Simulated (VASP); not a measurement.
# Mn (P6/mmm) in VASP: single point with LDA

Aim: the single point of Mn with LDA.

All numbers are computed with VASP 6.6.1; they aren't measurements. Logs are shortened: lines on timing, memory, paths and dates and some standing lists are left out, and cuts for length are marked.

## 1. The cell of the first run

Symmetry: P6/mmm, No. 191, hexagonal system. Conventional cell: a = 2.000 Å, b = 2.000 Å, c = 1.752 Å, α = 90.00°, β = 90.00°, γ = 120.00°. Mn (site symmetry 6/mmm) has 8 Mn at 1.75 to 2.00 Å within 2.3 Å.

This isn't the form of Mn at room conditions, which is a 58-atom cubic cell.

## 2. Single point, LDA, collinear spin, ferromagnetic start

INCAR

```
PREC     = Accurate       # precision mode
ENCUT    = 680            # plane-wave cutoff, eV
EDIFF    = 1E-6           # SCF threshold, eV
ISMEAR   = -1             # smearing method
SIGMA    = 0.1            # smearing width, eV
LREAL    = False          # projectors in reciprocal space
LASPH    = True           # aspherical terms in the spheres
NELM     = 200            # most SCF steps
ALGO     = Normal         # electronic algorithm
ISIF     = 2              # what is computed and relaxed
LWAVE    = False          # write WAVECAR
LCHARG   = True           # write CHGCAR
ISPIN    = 2              # spin polarisation
MAGMOM   = 3              # initial moments
LORBIT   = 11             # projections on sites
LMAXMIX  = 4              # l up to which the mixer works
LELF     = True           # ELF
LVHAR    = True         
NBANDS   = 18             # bands
GGA_COMPAT= False
```

KPOINTS

```
regular mesh
0
Gamma
  22 22 20
```

POSCAR

```
Mn
1.0
    2.0003775903      0.0000000000      0.0000000000
   -1.0001887951      1.7323778104      0.0000000000
    0.0000000000      0.0000000000      1.7516170341
Mn
1
Direct
    0.0000000000      0.0000000000      0.0000000000
```

Potentials or basis: VASP PAW LDA potentials, release 64 (Mn_sv).

Command:

```bash
$ cat potpaw_LDA.64/Mn_sv/POTCAR > POTCAR
$ mpirun -np 1 vasp_std > vasp.out
```

OUTCAR:

```text
PREC = Accurate
   ENCUT = 680
   EDIFF = 1E-6
   ISMEAR = -1
   LREAL = False
   LASPH = True
   NELM = 200
   ISIF = 2
   ISPIN = 2
   LORBIT = 11

 ion  position               nearest neighbor table
   1  0.000  0.000  0.000-

  LATTYP: Found a hexagonal cell.
 ALAT       =     2.0003775903
 C/A-ratio  =     0.8756431999

  Lattice vectors:

 A1 = (   2.0003775903,   0.0000000000,   0.0000000000)
 A2 = (  -1.0001887951,   1.7323778104,   0.0000000000)
 A3 = (   0.0000000000,   0.0000000000,   1.7516170341)

Analysis of symmetry for initial positions (statically):
=====================================================================
 Subroutine PRICEL returns:
 Original cell was already a primitive cell.

 Routine SETGRP: Setting up the symmetry group for a
 hexagonal supercell.

 Subroutine GETGRP returns: Found 24 space group operations
 (whereof 24 operations were pure point group operations)
 out of a pool of 24 trial point group operations.

The static configuration has the point symmetry D_6h.

Analysis of symmetry for dynamics (positions and initial velocities):
=====================================================================
 Subroutine PRICEL returns:
 Original cell was already a primitive cell.

 Routine SETGRP: Setting up the symmetry group for a
 hexagonal supercell.

 Subroutine GETGRP returns: Found 24 space group operations
 (whereof 24 operations were pure point group operations)
 out of a pool of 24 trial point group operations.

The dynamic configuration has the point symmetry D_6h.

Analysis of structural, dynamic, and magnetic symmetry:
=====================================================================
 Subroutine PRICEL returns:
 Original cell was already a primitive cell.

 Routine SETGRP: Setting up the symmetry group for a
 hexagonal supercell.

 Subroutine GETGRP returns: Found 24 space group operations
 (whereof 24 operations were pure point group operations)
 out of a pool of 24 trial point group operations.

The overall configuration has the point symmetry D_6h.

 Subroutine INISYM returns: Found 24 space group operations
 (whereof 24 operations are pure point group operations),
 and found     1 'primitive' translations

----------------------------------------------------------------------------------------

                                     Primitive cell

  volume of cell :       6.0701

  direct lattice vectors                    reciprocal lattice vectors
     2.000377590  0.000000000  0.000000000     0.499905620  0.288620644  0.000000000
    -1.000188795  1.732377810  0.000000000     0.000000000  0.577241289  0.000000000
     0.000000000  0.000000000  1.751617034     0.000000000  0.000000000  0.570901048

  length of vectors
     2.000377590  2.000377590  1.751617034     0.577241289  0.577241289  0.570901048

  position of ions in fractional coordinates (direct lattice)
     0.000000000  0.000000000  0.000000000

  ion indices of the primitive-cell ions
   primitive index   ion index
                 1           1

----------------------------------------------------------------------------------------

 KPOINTS: regular mesh

Automatic generation of k-mesh.
 Grid dimensions read from file:
 generate k-points for:   22   22   20

 Generating k-lattice:

  Cartesian coordinates                     Fractional coordinates (reciprocal lattice)
     0.022722983  0.013119120  0.000000000     0.045454545 -0.000000000  0.000000000
     0.000000000  0.026238240  0.000000000     0.000000000  0.045454545  0.000000000
     0.000000000  0.000000000  0.028545052     0.000000000  0.000000000  0.050000000

  Length of vectors
     0.026238240  0.026238240  0.028545052

  Shift w.r.t. Gamma in fractional coordinates (k-lattice)
     0.000000000  0.000000000  0.000000000

 Subroutine IBZKPT returns following result:
 ===========================================

 Found    572 irreducible k-points:

 Following reciprocal coordinates:
            Coordinates               Weight
  0.000000  0.000000  0.000000      1.000000
  0.045455 -0.000000  0.000000      6.000000
  0.090909 -0.000000  0.000000      6.000000
  0.136364 -0.000000  0.000000      6.000000
  0.181818  0.000000  0.000000      6.000000
  0.227273 -0.000000  0.000000      6.000000
[... 16 lines left out ...]
  0.090909  0.090909  0.000000      6.000000
  0.136364  0.090909  0.000000     12.000000
 [... further k-points ...]
   k-points           NKPTS =    572   k-points in BZ     NKDIM =    572   number of bands    NBANDS=     18
   number of dos      NEDOS =    301   number of ions     NIONS =      1
   total plane-waves  NPLWV =   5184
   dimension x,y,z NGX =    18 NGY =   18 NGZ =   16
   dimension x,y,z NGXF=    36 NGYF=   36 NGZF=   32
   ions per type =               1
   NGX,Y,Z   is equivalent  to a cutoff of  14.96, 14.96, 15.19 a.u.
   NGXF,Y,Z  is equivalent  to a cutoff of  29.92, 29.92, 30.37 a.u.
 SYSTEM =  unknown system
   PREC   = accura    normal or accurate (medium, high low for compatibility)
   ISTART =      0    job   : 0-new  1-cont  2-samecut
   ICHARG =      2    charge: 1-file 2-atom 10-const
   ISPIN  =      2    spin polarized calculation?
   LNONCOLLINEAR =      F non collinear calculations
   LSORBIT =      F    spin-orbit coupling
   LASPH  =      T    aspherical Exc in radial PAW
   ENCUT  =  680.0 eV  49.98 Ry    7.07 a.u.   4.25  4.25  3.72*2*pi/ulx,y,z
   NELM   =    200;   NELMIN=  2; NELMDL= -5     # of ELM steps
   EDIFF  = 0.1E-05   stopping-criterion for ELM
   LREAL  =      F    real-space projection
[... 7 lines left out ...]
   TEBEG  =    0.0;   TEEND  =   0.0 temperature during run
   PSTRESS=    0.0 pullay stress
   NELECT =      15.0000    total number of electrons
   NUPDOWN=      -1.0000    fix difference up-down
   EMIN   =  10.00;   EMAX   =-10.00  energy-range for DOS
   EFERMI =   0.00;   METHOD = LEGACY
   ISMEAR =    -1;   SIGMA  =   0.10  broadening in eV -4-tet -1-fermi 0-gaus
   EFERMI_NEDOS =   21; number of points for ismear=-14 and -15
   IALGO  =     38    algorithm
   IMIX   =      4    mixing-type and parameters
     AMIX     =   0.40;   BMIX     =  1.00
     AMIX_MAG =   1.60;   BMIX_MAG =  1.00
  volume/ion in A,a.u.               =       6.07        40.96
  Fermi-wavevector in a.u.,A,eV,Ry     =   2.213302  4.182534 66.650935  4.898706
  Thomas-Fermi vector in A             =   3.172300
   LORBIT       =     11    0 simple, 1 ext, 2 COOP (PROOUT), +10 PAW based schemes
   GGA     = CA    functional components
   LHFCALC =     F    Hartree Fock is set to
   AEXX    =    0.0000 exact exchange contribution
   IVDW    =     0    specifies the selected vdW correction
   LEPSILON=     F    determine dielectric tensor
   LRPA    =     F    only Hartree local field effects (RPA)
 spin polarized calculation
  energy-cutoff  :      680.00
  volume of cell :        6.07
 maximum number of plane-waves:       260
 NGX is ok and might be reduce to    18
   NGX =  9   NGY =  9   NGZ =  7

 number of electron      15.0000007 magnetization       0.0001547

 number of electron      15.0000007 magnetization      -0.0000451

 Free energy of the ion-electron system (eV)
  ---------------------------------------------------
  ext. energy  EPLUGINS =         0.00000000
  ---------------------------------------------------
  free energy    TOTEN  =        -5.19508397 eV

  energy without entropy =       -5.17038133  energy(sigma->0) =       -5.18273265

 E-fermi :  27.0621     XC(G=0): -18.2769

 val. band max:       27.0620629119   @ k =   0.4545   0.0909   0.0000
 cond. band min:      27.0651681305   @ k =   0.3636   0.1364   0.2500
 fundamental gap:      0.0031052187
 Fermi energy:        27.0621308053

 spin component 1

 k-point     1 :       0.0000    0.0000    0.0000
  band No.  band energies     occupation
      1     -53.9945      1.00000
      2     -20.2171      1.00000
      3     -20.2171      1.00000
      4     -19.0514      1.00000
      5      16.5212      1.00000
      6      18.6937      1.00000
[... 10 lines left out ...]
     17      69.9971      0.00000
     18      88.2960      0.00000

 k-point     2 :       0.0455   -0.0000    0.0000
  band No.  band energies     occupation
      1     -53.9725      1.00000
      2     -20.3087      1.00000
      3     -20.2364      1.00000
      4     -19.0431      1.00000
      5      16.6778      1.00000
      6      18.7346      1.00000
[... 10 lines left out ...]
     17      70.1888      0.00000
     18      88.5991      0.00000
[... 442 lines left out ...]
 k-point    24 :       0.1364    0.0909    0.0000
  band No.  band energies     occupation
      1     -53.6165      1.00000
      2     -21.6604      1.00000
      3     -20.5893      1.00000
      4     -18.9100      1.00000
      5      18.9370      1.00000
      6      19.4301      1.00000
[... 10 lines left out ...]
     17      77.1752      0.00000
     18      84.1515      0.00000

 [... further k-points ...]

 spin component 2

 k-point     1 :       0.0000    0.0000    0.0000
  band No.  band energies     occupation
      1     -53.9945      1.00000
      2     -20.2172      1.00000
      3     -20.2172      1.00000
      4     -19.0515      1.00000
      5      16.5209      1.00000
      6      18.6936      1.00000
[... 10 lines left out ...]
     17      69.9970      0.00000
     18      88.2959      0.00000

 k-point     2 :       0.0455   -0.0000    0.0000
  band No.  band energies     occupation
      1     -53.9726      1.00000
      2     -20.3088      1.00000
      3     -20.2364      1.00000
      4     -19.0432      1.00000
      5      16.6775      1.00000
      6      18.7346      1.00000
[... 10 lines left out ...]
     17      70.1888      0.00000
     18      88.5990      0.00000
[... 442 lines left out ...]
 k-point    24 :       0.1364    0.0909    0.0000
  band No.  band energies     occupation
      1     -53.6166      1.00000
      2     -21.6605      1.00000
      3     -20.5894      1.00000
      4     -18.9101      1.00000
      5      18.9368      1.00000
      6      19.4299      1.00000
[... 10 lines left out ...]
     17      77.1752      0.00000
     18      84.1514      0.00000

 [... further k-points ...]
[... 5 lines left out ...]
  --------------------------------------------------------------------------------------
  -------------------------------------------------------------------------------------
  Total       19.0330091     19.0330091     19.7355861      0.0000000      0.0000000     -0.0000000
  in kB     5023.7068115   5023.7068118   5209.1499355      0.0000001      0.0000000     -0.0000000
  external PRESSURE =    5085.5211863 kB  Pullay stress =       0.0000000 kB

 VOLUME and BASIS-vectors are now :
 -----------------------------------------------------------------------------
  energy-cutoff  :      680.00
  volume of cell :        6.07
      direct lattice vectors                 reciprocal lattice vectors
     2.000377590  0.000000000  0.000000000     0.499905620  0.288620644  0.000000000
    -1.000188795  1.732377810  0.000000000     0.000000000  0.577241289  0.000000000
     0.000000000  0.000000000  1.751617034     0.000000000  0.000000000  0.570901048

 POSITION                                       TOTAL-FORCE (eV/Angst)
 -----------------------------------------------------------------------------------
      0.00000      0.00000      0.00000         0.000000      0.000000      0.000000
 -----------------------------------------------------------------------------------
    total drift:                               -0.000000      0.000000      0.000000

  FREE ENERGIE OF THE ION-ELECTRON SYSTEM (eV)
  ---------------------------------------------------
  free  energy   TOTEN  =        -5.1950839663 eV

  energy  without entropy=       -5.1703813258  energy(sigma->0) =       -5.18273265

 total charge

# of ion       s       p       d       tot
------------------------------------------
    1        2.428   6.219   5.734  14.381

 magnetization (x)

# of ion       s       p       d       tot
------------------------------------------
    1       -0.000  -0.000   0.000  -0.000
```

Wall time 2.7 min (1 thread of Intel Xeon Platinum 8259CL at 2.50GHz (Skylake/Cascade Lake), shared host); peak memory 0.23 GiB.

What came out:

- Free energy: -5.1951 eV
- Pressure: 508.6 GPa
- Net moment: 0.00 μB per cell
- Valence electrons inside the program's atomic spheres: Mn 14.38

Stress tensor (GPa, compression positive):
```
502.37   0.00   0.00
  0.00 502.37   0.00
  0.00   0.00 520.91
```

Caveat: atoms lie so close that the PAW spheres overlap strongly, which falsifies energies and pressures; the stress differs along the axes, from 502 to 521 GPa; the moments typed at the start vanished in this run.
